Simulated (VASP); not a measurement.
# Zr2Pd2Se (Pmmm) in VASP: further runs

Runs on Zr2Pd2Se. Level: PBE. Tasks: single point, relaxation of cell and atoms.

Everything below comes from runs of VASP 6.6.1. Logs are shortened: lines on timing, memory, paths and dates and some standing lists are left out, and cuts for length are marked.

### Step 1. The cell of the first run

The structure is orthorhombic, space group Pmmm (No. 47). Conventional cell: a = 2.890 Å, b = 5.553 Å, c = 9.259 Å, α = 90.00°, β = 90.00°, γ = 90.00°. Within 3.8 Å of Zr (site symmetry mmm) lie 4 Zr at 2.78 to 2.89 Å and 4 Pd at 3.75 Å. Within 3.3 Å of Zr (site symmetry mmm) lie 2 Pd at 2.53 Å and 4 Zr at 2.78 to 2.89 Å. Pd (site symmetry mm2) has 1 Zr at 2.53 Å and 2 Se at 2.55 Å and 2 Pd at 2.89 Å within 3.3 Å. Se (site symmetry mmm) has 4 Pd at 2.55 Å and 2 Se at 2.89 Å within 3.4 Å.

The cell was generated, and may not be a known phase.

### Step 2. Single point, PBE

Contents of INCAR:

```
SYSTEM = Zr2Pd2Se
ALGO     = Normal         ! electronic algorithm
EDIFF    = 1E-6           ! SCF threshold, eV
ENCUT    = 520            ! plane-wave cutoff, eV
GGA      = PE             ! functional
ISIF     = 2              ! what is computed and relaxed
ISMEAR   = 0              ! smearing method
LASPH    = .True.         ! aspherical terms in the spheres
LCHARG   = .True.         ! write CHGCAR
LELF     = .True.         ! ELF
LREAL    = .False.        ! projectors in reciprocal space
LVHAR    = .True.       
LWAVE    = .False.        ! write WAVECAR
NBANDS   = 33             ! bands
NELM     = 80             ! most SCF steps
PREC     = Accurate       ! precision mode
SIGMA    = 0.1            ! smearing width, eV
```

Contents of KPOINTS:

```
k-points
0
Gamma
  6 4 2
  0 0 0
```

Contents of POSCAR:

```
Zr2Pd2Se
1.0
    2.8901001343      0.0000000000      0.0000000000
    0.0000000000      5.5525864751      0.0000000000
    0.0000000000      0.0000000000      9.2594087063
Zr Pd Se
2 2 1
Direct
    0.0000000000      0.5000000000      0.0000000000
    0.0000000000      0.0000000000      0.0000000000
    0.0000000000      0.0000000000      0.2727740802
    0.0000000000      0.0000000000      0.7272259198
    0.5000000000      0.0000000000      0.5000000000
```

Potentials or basis: VASP PAW PBE potentials, release 64 (Zr_sv, Pd, Se).

Run with:

```
$ cat potpaw_PBE.64/Zr_sv/POTCAR potpaw_PBE.64/Pd/POTCAR potpaw_PBE.64/Se/POTCAR > POTCAR
$ mpirun -np 1 vasp_std > vasp.out
```

OUTCAR:

```text
SYSTEM = Zr2Pd2Se
   EDIFF = 1E-6
   ENCUT = 520
   GGA = PE
   ISIF = 2
   ISMEAR = 0
   LASPH = .True.
   LREAL = .False.
   NELM = 80
   PREC = Accurate

 ion  position               nearest neighbor table
   1  0.000  0.500  0.000-   2 2.78   2 2.78
   2  0.000  0.000  0.000-   3 2.53   4 2.53   1 2.78   1 2.78
   3  0.000  0.000  0.273-   2 2.53   5 2.55   5 2.55
   4  0.000  0.000  0.727-   2 2.53   5 2.55   5 2.55
   5  0.500  0.000  0.500-   3 2.55   4 2.55   3 2.55   4 2.55

  LATTYP: Found a simple orthorhombic cell.
 ALAT       =     2.8901001343
 B/A-ratio  =     1.9212436307
 C/A-ratio  =     3.2038366410

  Lattice vectors:

 A1 = (   2.8901001343,   0.0000000000,   0.0000000000)
 A2 = (   0.0000000000,   5.5525864751,   0.0000000000)
 A3 = (   0.0000000000,   0.0000000000,   9.2594087063)

Analysis of symmetry for initial positions (statically):
=====================================================================
 Subroutine PRICEL returns:
 Original cell was already a primitive cell.

 Routine SETGRP: Setting up the symmetry group for a
 simple orthorhombic supercell.

 Subroutine GETGRP returns: Found  8 space group operations
 (whereof  8 operations were pure point group operations)
 out of a pool of  8 trial point group operations.

The static configuration has the point symmetry D_2h.

Analysis of symmetry for dynamics (positions and initial velocities):
=====================================================================
 Subroutine PRICEL returns:
 Original cell was already a primitive cell.

 Routine SETGRP: Setting up the symmetry group for a
 simple orthorhombic supercell.

 Subroutine GETGRP returns: Found  8 space group operations
 (whereof  8 operations were pure point group operations)
 out of a pool of  8 trial point group operations.

The dynamic configuration has the point symmetry D_2h.

 Subroutine INISYM returns: Found  8 space group operations
 (whereof  8 operations are pure point group operations),
 and found     1 'primitive' translations

----------------------------------------------------------------------------------------

                                     Primitive cell

  volume of cell :     148.5906

  direct lattice vectors                    reciprocal lattice vectors
     2.890100134  0.000000000  0.000000000     0.346008773  0.000000000  0.000000000
     0.000000000  5.552586475  0.000000000     0.000000000  0.180096250  0.000000000
     0.000000000  0.000000000  9.259408706     0.000000000  0.000000000  0.107998257

  length of vectors
     2.890100134  5.552586475  9.259408706     0.346008773  0.180096250  0.107998257

  position of ions in fractional coordinates (direct lattice)
     0.000000000  0.500000000  0.000000000
     0.000000000  0.000000000  0.000000000
     0.000000000  0.000000000  0.272774080
     0.000000000  0.000000000  0.727225920
     0.500000000  0.000000000  0.500000000

  ion indices of the primitive-cell ions
   primitive index   ion index
                 1           1
                 2           2
                 3           3
                 4           4
                 5           5

----------------------------------------------------------------------------------------

 KPOINTS: k-points

Automatic generation of k-mesh.
 Grid dimensions read from file:
 generate k-points for:    6    4    2

 Generating k-lattice:

  Cartesian coordinates                     Fractional coordinates (reciprocal lattice)
     0.057668129  0.000000000  0.000000000     0.166666667  0.000000000  0.000000000
     0.000000000  0.045024062  0.000000000     0.000000000  0.250000000  0.000000000
     0.000000000  0.000000000  0.053999128     0.000000000  0.000000000  0.500000000

  Length of vectors
     0.057668129  0.045024062  0.053999128

  Shift w.r.t. Gamma in fractional coordinates (k-lattice)
     0.000000000  0.000000000  0.000000000

 Subroutine IBZKPT returns following result:
 ===========================================

 Found     24 irreducible k-points:

 Following reciprocal coordinates:
            Coordinates               Weight
  0.000000  0.000000  0.000000      1.000000
  0.166667  0.000000  0.000000      2.000000
  0.333333  0.000000  0.000000      2.000000
  0.500000  0.000000  0.000000      1.000000
  0.000000  0.250000  0.000000      2.000000
  0.166667  0.250000  0.000000      4.000000
[... 16 lines left out ...]
  0.333333  0.500000  0.500000      2.000000
  0.500000  0.500000  0.500000      1.000000
   k-points           NKPTS =     24   k-points in BZ     NKDIM =     24   number of bands    NBANDS=     33
   number of dos      NEDOS =    301   number of ions     NIONS =      5
   total plane-waves  NPLWV =  70560
   dimension x,y,z NGX =    24 NGY =   42 NGZ =   70
   dimension x,y,z NGXF=    48 NGYF=   84 NGZF=  140
   ions per type =               2   2   1
   NGX,Y,Z   is equivalent  to a cutoff of  13.81, 12.57, 12.57 a.u.
   NGXF,Y,Z  is equivalent  to a cutoff of  27.61, 25.15, 25.14 a.u.
 SYSTEM =  Zr2Pd2Se
   PREC   = accura    normal or accurate (medium, high low for compatibility)
   ISTART =      0    job   : 0-new  1-cont  2-samecut
   ICHARG =      2    charge: 1-file 2-atom 10-const
   ISPIN  =      1    spin polarized calculation?
   LNONCOLLINEAR =      F non collinear calculations
   LSORBIT =      F    spin-orbit coupling
   LASPH  =      T    aspherical Exc in radial PAW
   ENCUT  =  520.0 eV  38.22 Ry    6.18 a.u.   5.37 10.32 17.22*2*pi/ulx,y,z
   NELM   =     80;   NELMIN=  2; NELMDL= -5     # of ELM steps
   EDIFF  = 0.1E-05   stopping-criterion for ELM
   LREAL  =      F    real-space projection
[... 7 lines left out ...]
   TEBEG  =    0.0;   TEEND  =   0.0 temperature during run
   PSTRESS=    0.0 pullay stress
   NELECT =      50.0000    total number of electrons
   NUPDOWN=      -1.0000    fix difference up-down
   EMIN   =  10.00;   EMAX   =-10.00  energy-range for DOS
   EFERMI =   0.00;   METHOD = LEGACY
   ISMEAR =     0;   SIGMA  =   0.10  broadening in eV -4-tet -1-fermi 0-gaus
   EFERMI_NEDOS =   21; number of points for ismear=-14 and -15
   IALGO  =     38    algorithm
   IMIX   =      4    mixing-type and parameters
     AMIX     =   0.40;   BMIX     =  1.00
     AMIX_MAG =   1.60;   BMIX_MAG =  1.00
  volume/ion in A,a.u.               =      29.72       200.55
  Fermi-wavevector in a.u.,A,eV,Ry     =   1.138678  2.151790 17.641151  1.296588
  Thomas-Fermi vector in A             =   2.275382
   LORBIT       =      0    0 simple, 1 ext, 2 COOP (PROOUT), +10 PAW based schemes
   GGA     = PE    functional components
   LHFCALC =     F    Hartree Fock is set to
   AEXX    =    0.0000 exact exchange contribution
   IVDW    =     0    specifies the selected vdW correction
   LEPSILON=     F    determine dielectric tensor
   LRPA    =     F    only Hartree local field effects (RPA)
 non-spin polarized calculation
 Gauss-broadening in eV      SIGMA  =   0.10
  energy-cutoff  :      520.00
  volume of cell :      148.59
 maximum number of plane-waves:      4032
 NGX is ok and might be reduce to    24
   NGX = 11   NGY = 21   NGZ = 35

 number of electron      49.9999997 magnetization

 Free energy of the ion-electron system (eV)
  ---------------------------------------------------
  ext. energy  EPLUGINS =         0.00000000
  ---------------------------------------------------
  free energy    TOTEN  =       -27.80728670 eV

  energy without entropy =      -27.78135706  energy(sigma->0) =      -27.79432188

 E-fermi :   3.7914     XC(G=0):  -8.8230

 val. band max:        3.7820770789   @ k =   0.0000   0.5000   0.0000
 cond. band min:       3.8087912135   @ k =   0.1667   0.0000   0.5000
 fundamental gap:      0.0267141347
 Fermi energy:         3.7914348419

 k-point     1 :       0.0000    0.0000    0.0000
  band No.  band energies     occupation
      1     -45.2601      2.00000
      2     -44.6609      2.00000
      3     -23.8778      2.00000
      4     -23.4807      2.00000
      5     -22.8720      2.00000
      6     -22.5319      2.00000
[... 25 lines left out ...]
     32       7.5488      0.00000
     33       7.9645      0.00000

 k-point     2 :       0.1667    0.0000    0.0000
  band No.  band energies     occupation
      1     -45.2240      2.00000
      2     -44.6244      2.00000
      3     -23.8335      2.00000
      4     -23.4454      2.00000
      5     -22.8510      2.00000
      6     -22.8360      2.00000
[... 25 lines left out ...]
     32       7.1735      0.00000
     33       8.0348      0.00000

 k-point     3 :       0.3333    0.0000    0.0000
  band No.  band energies     occupation
      1     -45.1508      2.00000
      2     -44.5505      2.00000
      3     -23.7433      2.00000
      4     -23.4522      2.00000
      5     -23.3740      2.00000
      6     -22.9908      2.00000
[... 25 lines left out ...]
     32       7.6308      0.00000
     33       7.6466      0.00000

 k-point     4 :       0.5000    0.0000    0.0000
  band No.  band energies     occupation
      1     -45.1136      2.00000
      2     -44.5130      2.00000
      3     -23.7370      2.00000
      4     -23.6974      2.00000
      5     -23.3378      2.00000
      6     -23.2709      2.00000
[... 25 lines left out ...]
     32       7.3270      0.00000
     33       8.6209      0.00000

 k-point     5 :       0.0000    0.2500    0.0000
  band No.  band energies     occupation
      1     -45.2498      2.00000
      2     -44.6728      2.00000
      3     -23.6635      2.00000
      4     -23.4717      2.00000
      5     -22.8825      2.00000
      6     -22.5243      2.00000
[... 604 lines left out ...]
 k-point    22 :       0.1667    0.5000    0.5000
  band No.  band energies     occupation
      1     -45.2034      2.00000
      2     -44.6484      2.00000
      3     -23.4277      2.00000
      4     -23.2433      2.00000
      5     -22.8564      2.00000
      6     -22.8365      2.00000
[... 25 lines left out ...]
     32       6.3337      0.00000
     33       6.8395      0.00000

 k-point    23 :       0.3333    0.5000    0.5000
  band No.  band energies     occupation
      1     -45.1308      2.00000
      2     -44.5737      2.00000
      3     -23.4225      2.00000
      4     -23.3577      2.00000
      5     -23.1713      2.00000
      6     -23.0221      2.00000
[... 25 lines left out ...]
     32       5.8756      0.00000
     33       7.2601      0.00000

 k-point    24 :       0.5000    0.5000    0.5000
  band No.  band energies     occupation
      1     -45.0940      2.00000
      2     -44.5358      2.00000
      3     -23.7020      2.00000
      4     -23.3222      2.00000
      5     -23.3097      2.00000
      6     -23.1319      2.00000
[... 25 lines left out ...]
     32       6.3051      0.00000
     33       8.5358      0.00000

------------------------ aborting loop because EDIFF is reached ----------------------------------------

  FORCE on cell =-STRESS in cart. coord.  units (eV):
  Direction    XX          YY          ZZ          XY          YZ          ZX
  --------------------------------------------------------------------------------------
  -------------------------------------------------------------------------------------
  Total       -0.0590651      0.1231992      0.0711574      0.0000000      0.0000000      0.0000000
  in kB       -0.6368686      1.3283942      0.7672545      0.0000000      0.0000000      0.0000000
  external PRESSURE =       0.4862600 kB  Pullay stress =       0.0000000 kB

 VOLUME and BASIS-vectors are now :
 -----------------------------------------------------------------------------
  energy-cutoff  :      520.00
  volume of cell :      148.59
      direct lattice vectors                 reciprocal lattice vectors
     2.890100134  0.000000000  0.000000000     0.346008773  0.000000000  0.000000000
     0.000000000  5.552586475  0.000000000     0.000000000  0.180096250  0.000000000
     0.000000000  0.000000000  9.259408706     0.000000000  0.000000000  0.107998257

 POSITION                                       TOTAL-FORCE (eV/Angst)
 -----------------------------------------------------------------------------------
      0.00000      2.77629      0.00000         0.000000      0.000000      0.000000
      0.00000      0.00000      0.00000         0.000000      0.000000      0.000000
      0.00000      0.00000      2.52573         0.000000      0.000000      0.016669
      0.00000      0.00000      6.73368        -0.000000      0.000000     -0.016669
      1.44505      0.00000      4.62970         0.000000      0.000000      0.000000
 -----------------------------------------------------------------------------------
    total drift:                                0.000000      0.000000      0.000000

  FREE ENERGIE OF THE ION-ELECTRON SYSTEM (eV)
  ---------------------------------------------------
  free  energy   TOTEN  =       -27.8072866953 eV

  energy  without entropy=      -27.7813570559  energy(sigma->0) =      -27.79432188
```

It took 85 s on 1 thread of AMD EPYC 9R45 (Zen 5), shared host; peak memory 0.29 GiB.

What came out:

| Quantity | Value |
| --- | --- |
| Free energy | -27.8073 eV |
| Pressure | 0.0 GPa |
| Largest force | 0.017 eV/Å |
| Band gap on the k mesh | zero (bands 25 and 26 overlap by 1.05 eV) |

Forces on the atoms (eV/Å):
```
Zr   0.000  0.000  0.000
Zr   0.000  0.000  0.000
Pd   0.000  0.000  0.017
Pd   0.000  0.000 -0.017
Se   0.000  0.000  0.000
```

Caveat: the k points lie up to 0.36 Å⁻¹ apart, too coarse for converged energies and pressures of a metal.

### Step 3. Single point, PBE

This run uses another cell than the first one, of 21.33 Å³/atom.

Contents of INCAR:

```
PREC = Accurate
ENCUT = 520
EDIFF = 1E-7
ISMEAR = 0
SIGMA = 0.1
LREAL = False
LASPH = True
NELM = 60
ALGO = Normal
ISIF = 2
LWAVE = False
LCHARG = False
GGA = PE
NBANDS = 33
```

Contents of KPOINTS:

```
regular mesh
0
Gamma
  6 4 2
```

Contents of POSCAR:

```
Zr2Pd2Se
1.0
    3.4278365900      0.0000000000      0.0000000000
    0.0000000000      3.9841578000      0.0000000000
    0.0000000000      0.0000000000      7.8102402100
Zr Pd Se
2 2 1
Direct
    0.0000000000      0.5000000000      0.0000000000
    0.0000000000      0.0000000000      0.0000000000
    0.0000000000      0.0000000000      0.2569061300
    0.0000000000      0.0000000000      0.7430938700
    0.5000000000      0.0000000000      0.5000000000
```

Potentials or basis: VASP PAW PBE potentials, release 64 (Zr_sv, Pd, Se).

Run with:

```
$ cat potpaw_PBE.64/Zr_sv/POTCAR potpaw_PBE.64/Pd/POTCAR potpaw_PBE.64/Se/POTCAR > POTCAR
$ mpirun -np 1 vasp_std > vasp.out
```

Run time: 60 s. Hardware: 1 thread of AMD EPYC 9R45 (Zen 5), shared host; peak memory 0.22 GiB.

It converged, with:

| Quantity | Value |
| --- | --- |
| Free energy | -16.6637 eV |
| Pressure | 54.6 GPa |
| Largest force | 11.565 eV/Å |
| Band gap on the k mesh | zero (bands 25 and 26 overlap by 1.46 eV) |

Forces in eV/Å, atoms in the order of the input:
```
Zr    0.000   0.000   0.000
Zr    0.000   0.000   0.000
Pd    0.000   0.000  11.565
Pd    0.000   0.000 -11.565
Se    0.000   0.000   0.000
```

Stress tensor (GPa, compression positive):
```
 2.25  0.00  0.00
 0.00 89.39  0.00
 0.00  0.00 72.27
```

Levels at points of the mesh, in eV from the Fermi level:
```
           k point  band 22  band 23  band 24  band 25  band 26  band 27  band 28  band 29
(0.00, 0.00, 0.00)    -2.35    -1.66    -0.93    -0.92    -0.80     0.70     1.28     2.14
(0.50, 0.00, 0.00)    -2.71    -2.18    -0.75     0.05     0.21     0.35     1.05     1.36
(0.00, 0.50, 0.00)    -2.24    -1.64     0.16     0.56     0.76     0.77     0.94     1.81
(0.50, 0.50, 0.00)    -1.42    -0.50     0.07     0.12     0.50     0.58     1.61     1.86
(0.00, 0.00, 0.50)    -2.34    -2.28    -0.83    -0.75     0.21     0.34     0.42     2.37
(0.50, 0.00, 0.50)    -2.34    -2.17    -0.93    -0.54    -0.39     0.00     1.99     3.59
(0.00, 0.50, 0.50)    -2.23    -1.90    -0.29    -0.23    -0.03     1.70     1.96     1.96
(0.50, 0.50, 0.50)    -1.32    -0.06     0.32     0.55     0.60     1.05     1.06     1.15
```

Caveat: the k points lie up to 0.40 Å⁻¹ apart, too coarse for converged energies and pressures of a metal; atoms lie so close that the PAW spheres overlap strongly, which falsifies energies and pressures; forces of over 1 eV/Å act on the atoms, so gaps and moduli don't describe the material at rest.

[end of part 1 of 2]

The gap in the log of VASP goes by the Fermi energy; the results here count the filled bands.